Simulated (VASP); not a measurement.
# Al2O3 (P-4m2) in VASP: notebook, part 3 of 3

VASP 6.6.1.

### 4 Single point, PBE, collinear spin, ferromagnetic start

Input file INCAR:

```
ALGO = Normal
EDIFF = 1E-6
ENCUT = 520
GGA = PE
ISIF = 2
ISMEAR = 0
ISPIN = 2
LASPH = True
LCHARG = True
LELF = True
LORBIT = 11
LREAL = False
LVHAR = True
LWAVE = False
MAGMOM = 0 0 1 1 1
NBANDS = 24
NELM = 150
PREC = Accurate
SIGMA = 0.1
```

Input file KPOINTS:

```
k-points
0
Gamma
  4 4 6
```

Input file POSCAR:

```
Al2O3
1.0
    4.3577205600      0.0000000000      0.0000000000
    0.0000000000      4.3577205600      0.0000000000
    0.0000000000      0.0000000000      3.6667896600
Al O
2 3
Direct
    0.0000000000      0.0000000000      0.5000000000
    0.5000000000      0.5000000000      0.0000000000
    0.0000000000      0.0000000000      0.0000000000
    0.0000000000      0.5000000000      0.4759434000
    0.5000000000      0.0000000000      0.5240566000
```

Potentials or basis: VASP PAW PBE potentials, release 64 (Al, O).

Run with:

```bash
$ cat potpaw_PBE.64/Al/POTCAR potpaw_PBE.64/O/POTCAR > POTCAR
$ mpirun -np 1 vasp_std > vasp.out
```

OUTCAR:

```text
EDIFF = 1E-6
   ENCUT = 520
   GGA = PE
   ISIF = 2
   ISMEAR = 0
   ISPIN = 2
   LASPH = True
   LORBIT = 11
   LREAL = False
   NELM = 150
   PREC = Accurate

 ion  position               nearest neighbor table
   1  0.000  0.000  0.500-   3 1.83   3 1.83   5 2.18   4 2.18   4 2.18   5 2.18
   2  0.500  0.500  0.000-
   3  0.000  0.000  0.000-   1 1.83   1 1.83
   4  0.000  0.500  0.476-   1 2.18   1 2.18
   5  0.500  0.000  0.524-   1 2.18   1 2.18

  LATTYP: Found a simple tetragonal cell.
 ALAT       =     4.3577205600
 C/A-ratio  =     0.8414467173

  Lattice vectors:

 A1 = (   4.3577205600,   0.0000000000,   0.0000000000)
 A2 = (   0.0000000000,   4.3577205600,   0.0000000000)
 A3 = (   0.0000000000,   0.0000000000,   3.6667896600)

Analysis of symmetry for initial positions (statically):
=====================================================================
 Subroutine PRICEL returns:
 Original cell was already a primitive cell.

 Routine SETGRP: Setting up the symmetry group for a
 simple tetragonal supercell.

 Subroutine GETGRP returns: Found  8 space group operations
 (whereof  8 operations were pure point group operations)
 out of a pool of 16 trial point group operations.

The static configuration has the point symmetry D_2d.

Analysis of symmetry for dynamics (positions and initial velocities):
=====================================================================
 Subroutine PRICEL returns:
 Original cell was already a primitive cell.

 Routine SETGRP: Setting up the symmetry group for a
 simple tetragonal supercell.

 Subroutine GETGRP returns: Found  8 space group operations
 (whereof  8 operations were pure point group operations)
 out of a pool of 16 trial point group operations.

The dynamic configuration has the point symmetry D_2d.

Analysis of structural, dynamic, and magnetic symmetry:
=====================================================================
 Subroutine PRICEL returns:
 Original cell was already a primitive cell.

 Routine SETGRP: Setting up the symmetry group for a
 simple tetragonal supercell.

 Subroutine GETGRP returns: Found  8 space group operations
 (whereof  8 operations were pure point group operations)
 out of a pool of 16 trial point group operations.

The overall configuration has the point symmetry D_2d.

 Subroutine INISYM returns: Found  8 space group operations
 (whereof  8 operations are pure point group operations),
 and found     1 'primitive' translations

----------------------------------------------------------------------------------------

                                     Primitive cell

  volume of cell :      69.6313

  direct lattice vectors                    reciprocal lattice vectors
     4.357720560  0.000000000  0.000000000     0.229477771  0.000000000  0.000000000
     0.000000000  4.357720560  0.000000000     0.000000000  0.229477771  0.000000000
     0.000000000  0.000000000  3.666789660     0.000000000  0.000000000  0.272718125

  length of vectors
     4.357720560  4.357720560  3.666789660     0.229477771  0.229477771  0.272718125

  position of ions in fractional coordinates (direct lattice)
[... 77 lines left out ...]
   ICHARG =      2    charge: 1-file 2-atom 10-const
   ISPIN  =      2    spin polarized calculation?
   LNONCOLLINEAR =      F non collinear calculations
   LSORBIT =      F    spin-orbit coupling
   LASPH  =      T    aspherical Exc in radial PAW
   ENCUT  =  520.0 eV  38.22 Ry    6.18 a.u.   8.10  8.10  6.82*2*pi/ulx,y,z
   NELM   =    150;   NELMIN=  2; NELMDL= -5     # of ELM steps
   EDIFF  = 0.1E-05   stopping-criterion for ELM
   LREAL  =      F    real-space projection
[... 7 lines left out ...]
   TEBEG  =    0.0;   TEEND  =   0.0 temperature during run
   PSTRESS=    0.0 pullay stress
   NELECT =      24.0000    total number of electrons
   NUPDOWN=      -1.0000    fix difference up-down
   EMIN   =  10.00;   EMAX   =-10.00  energy-range for DOS
   EFERMI =   0.00;   METHOD = LEGACY
   ISMEAR =     0;   SIGMA  =   0.10  broadening in eV -4-tet -1-fermi 0-gaus
   EFERMI_NEDOS =   21; number of points for ismear=-14 and -15
   IALGO  =     38    algorithm
   IMIX   =      4    mixing-type and parameters
     AMIX     =   0.40;   BMIX     =  1.00
     AMIX_MAG =   1.60;   BMIX_MAG =  1.00
  volume/ion in A,a.u.               =      13.93        93.98
  Fermi-wavevector in a.u.,A,eV,Ry     =   1.147828  2.169081 17.925815  1.317510
  Thomas-Fermi vector in A             =   2.284506
   LORBIT       =     11    0 simple, 1 ext, 2 COOP (PROOUT), +10 PAW based schemes
   GGA     = PE    functional components
   LHFCALC =     F    Hartree Fock is set to
   AEXX    =    0.0000 exact exchange contribution
   IVDW    =     0    specifies the selected vdW correction
   LEPSILON=     F    determine dielectric tensor
   LRPA    =     F    only Hartree local field effects (RPA)
 spin polarized calculation
 Gauss-broadening in eV      SIGMA  =   0.10
  energy-cutoff  :      520.00
  volume of cell :       69.63
 maximum number of plane-waves:      1892
   NGX = 17   NGY = 17   NGZ = 13

 number of electron      24.0000000 magnetization       3.0000000

 number of electron      23.9999987 magnetization      -0.0166502

 Free energy of the ion-electron system (eV)
  ---------------------------------------------------
  ext. energy  EPLUGINS =         0.00000000
  ---------------------------------------------------
  free energy    TOTEN  =       -28.41971130 eV

  energy without entropy =      -28.40859922  energy(sigma->0) =      -28.41415526

 E-fermi :   2.5782     XC(G=0):  -9.6342

 val. band max:        2.5684496959   @ k =   0.5000   0.5000   0.3333
 cond. band min:       2.5842454511   @ k =   0.5000   0.5000   0.3333
 fundamental gap:      0.0157957553
 Fermi energy:         2.5781975123

 spin component 1

 k-point     1 :       0.0000    0.0000    0.0000
  band No.  band energies     occupation
      1     -14.6974      1.00000
      2     -13.2216      1.00000
      3     -13.1299      1.00000
      4      -1.4653      1.00000
      5      -1.4653      1.00000
      6      -1.3547      1.00000
[... 637 lines left out ...]
     23      16.8697      0.00000
     24      18.5692      0.00000
 Fermi energy:         2.5781975123

 spin component 2

 k-point     1 :       0.0000    0.0000    0.0000
  band No.  band energies     occupation
      1     -14.7072      1.00000
      2     -13.2256      1.00000
      3     -13.1411      1.00000
      4      -1.4698      1.00000
      5      -1.4698      1.00000
      6      -1.3606      1.00000
[... 637 lines left out ...]
     23      16.8703      0.00000
     24      18.5685      0.00000

------------------------ aborting loop because EDIFF is reached ----------------------------------------

  FORCE on cell =-STRESS in cart. coord.  units (eV):
  Direction    XX          YY          ZZ          XY          YZ          ZX
  --------------------------------------------------------------------------------------
  -------------------------------------------------------------------------------------
  Total      -13.1937414    -13.1937414    -10.1425090      0.0000000      0.0000000      0.0000000
  in kB     -303.5804485   -303.5804485   -233.3733351      0.0000000      0.0000000      0.0000000
  external PRESSURE =    -280.1780774 kB  Pullay stress =       0.0000000 kB

 VOLUME and BASIS-vectors are now :
 -----------------------------------------------------------------------------
  energy-cutoff  :      520.00
  volume of cell :       69.63
      direct lattice vectors                 reciprocal lattice vectors
     4.357720560  0.000000000  0.000000000     0.229477771  0.000000000  0.000000000
     0.000000000  4.357720560  0.000000000     0.000000000  0.229477771  0.000000000
     0.000000000  0.000000000  3.666789660     0.000000000  0.000000000  0.272718125

 POSITION                                       TOTAL-FORCE (eV/Angst)
 -----------------------------------------------------------------------------------
      0.00000      0.00000      1.83339        -0.000000      0.000000      0.000000
      2.17886      2.17886      0.00000         0.000000     -0.000000      0.000000
      0.00000      0.00000      0.00000         0.000000      0.000000      0.000000
      0.00000      2.17886      1.74518        -0.000000      0.000000     -0.071950
      2.17886      0.00000      1.92161         0.000000      0.000000      0.071950
 -----------------------------------------------------------------------------------
    total drift:                                0.000000      0.000000     -0.000000

  FREE ENERGIE OF THE ION-ELECTRON SYSTEM (eV)
  ---------------------------------------------------
  free  energy   TOTEN  =       -28.4197112986 eV

  energy  without entropy=      -28.4085992173  energy(sigma->0) =      -28.41415526

 total charge

# of ion       s       p       d       tot
------------------------------------------
    1        0.281   0.309   0.000   0.590
    2        0.395   0.105   0.000   0.500
    3        1.561   3.461   0.000   5.022
    4        1.577   3.266   0.000   4.842
    5        1.577   3.266   0.000   4.842
--------------------------------------------------
tot          5.390  10.406   0.000  15.796

 magnetization (x)

# of ion       s       p       d       tot
------------------------------------------
    1        0.000   0.000   0.000   0.000
    2       -0.000   0.000   0.000  -0.000
    3       -0.000  -0.009   0.000  -0.010
    4       -0.000  -0.002   0.000  -0.002
    5       -0.000  -0.002   0.000  -0.002
--------------------------------------------------
tot         -0.000  -0.013   0.000  -0.014
```

OSZICAR:

```text
N       E                     dE             d eps       ncg     rms          rms(c)
DAV:   1     0.804671115227E+02    0.80467E+02   -0.10629E+04  2304   0.865E+02
DAV:   2    -0.276826972461E+02   -0.10815E+03   -0.10231E+03  2976   0.182E+02
DAV:   3    -0.339993035352E+02   -0.63166E+01   -0.62850E+01  2888   0.432E+01
DAV:   4    -0.340364933760E+02   -0.37190E-01   -0.37187E-01  2584   0.390E+00
DAV:   5    -0.340369450096E+02   -0.45163E-03   -0.45163E-03  2920   0.431E-01    0.165E+01
DAV:   6    -0.290062039636E+02    0.50307E+01   -0.28933E+01  2624   0.249E+01    0.715E+00
DAV:   7    -0.285821988871E+02    0.42401E+00   -0.28693E+00  2592   0.866E+00    0.320E+00
DAV:   8    -0.284709052104E+02    0.11129E+00   -0.70183E-01  2912   0.400E+00    0.177E+00
DAV:   9    -0.284276277450E+02    0.43277E-01   -0.31851E-01  2776   0.275E+00    0.680E-01
DAV:  10    -0.284196668832E+02    0.79609E-02   -0.37550E-02  2656   0.823E-01    0.304E-01
DAV:  11    -0.284195810395E+02    0.85844E-04   -0.24138E-03  2808   0.278E-01    0.145E-01
DAV:  12    -0.284196993009E+02   -0.11826E-03   -0.18852E-04  2560   0.768E-02    0.587E-02
DAV:  13    -0.284197078213E+02   -0.85203E-05   -0.33433E-05  2856   0.349E-02    0.309E-02
DAV:  14    -0.284197080430E+02   -0.22172E-06   -0.16592E-05  2704   0.192E-02    0.755E-03
DAV:  15    -0.284197093976E+02   -0.13546E-05   -0.32490E-06  2616   0.970E-03    0.602E-03
DAV:  16    -0.284197104201E+02   -0.10225E-05   -0.17858E-06  1560   0.614E-03    0.498E-03
DAV:  17    -0.284197115751E+02   -0.11550E-05   -0.51231E-06  2432   0.105E-02    0.435E-03
DAV:  18    -0.284197112986E+02    0.27650E-06   -0.99518E-07  1576   0.651E-03
   1 F= -.28419711E+02 E0= -.28414155E+02  d E =-.111121E-01  mag=    -0.0143
```

Wall time 88 s (1 thread of Intel Xeon 8259CL, shared host); peak memory 0.21 GiB.

Results:

```yaml
Free_energy: -28.4197 eV
Pressure: -28.0 GPa
Largest_force: 0.072 eV/Å
Band_gap_on_the_k_mesh: zero (filled and empty bands overlap)
Net_moment: -0.02 μB per cell
Valence_electrons_inside_the_program's_atomic_spheres: Al 0.59, 0.50; O 5.02, 4.84 (each value once)
```

Forces on the atoms (eV/Å):
```
Al   0.000  0.000  0.000
Al   0.000  0.000  0.000
O    0.000  0.000  0.000
O    0.000  0.000 -0.072
O    0.000  0.000  0.072
```

Levels at points of the mesh, in eV from the Fermi level:
Spin up:
| k point | band 10 | band 11 | band 12 | band 13 | band 14 | band 15 |
| --- | --- | --- | --- | --- | --- | --- |
| (0.00, 0.00, 0.00) | -0.83 | -0.68 | -0.15 | -0.15 | 4.73 | 6.41 |
| (0.50, 0.00, 0.00) | -0.99 | -0.70 | -0.11 | 0.94 | 3.54 | 5.76 |
| (0.50, 0.50, 0.00) | -1.07 | -1.07 | -0.48 | 1.46 | 4.53 | 4.53 |
| (0.00, 0.00, 0.50) | -1.41 | -0.91 | -0.91 | 1.59 | 2.30 | 5.36 |
| (0.50, 0.00, 0.50) | -1.37 | -1.34 | 0.10 | 0.71 | 4.16 | 4.72 |
| (0.50, 0.50, 0.50) | -1.26 | -0.26 | 0.19 | 0.19 | 5.37 | 6.25 |
Spin down:
```
           k point  band 8  band 9  band 10  band 11  band 12  band 13  band 14  band 15  band 16  band 17
(0.00, 0.00, 0.00)   -1.21   -1.21    -0.84    -0.69    -0.16    -0.16     4.73     6.41     6.41     7.26
(0.50, 0.00, 0.00)   -2.00   -1.27    -1.00    -0.71    -0.13     0.94     3.54     5.76     6.63     7.07
(0.50, 0.50, 0.00)   -1.82   -1.30    -1.08    -1.08    -0.48     1.46     4.53     4.53     6.05     8.46
(0.00, 0.00, 0.50)   -1.59   -1.59    -1.42    -0.91    -0.91     1.59     2.30     5.36     5.36     7.54
(0.50, 0.00, 0.50)   -2.14   -1.61    -1.39    -1.35     0.09     0.70     4.16     4.72     5.50     8.51
(0.50, 0.50, 0.50)   -1.55   -1.38    -1.26    -0.27     0.18     0.18     5.37     6.25     6.25     7.34
```

Caveat: the k points lie up to 0.36 Å⁻¹ apart, too coarse for converged energies and pressures of a metal.

### 5 Summary

```tsv
task	spin	cell	cutoff (eV)	gap on the mesh (eV)	pressure (GPa)	largest force (eV/Å)
single point	off	as given	520	none	-28.0	0.07
relaxation of cell and atoms	off	relaxed	600	1.73	0.1	0.03
single point	collinear, ferromagnetic start	as given	520	none	-28.0	0.07
```

Alike in all rows: level PBE; potentials or basis VASP PAW PBE potentials, release 64 (Al, O); k mesh 4 × 4 × 6; smearing gaussian 0.1 eV.

Caveats: some runs use coarse meshes.

Total energies depend on the potentials used, so only differences within one code and one set of settings carry meaning.
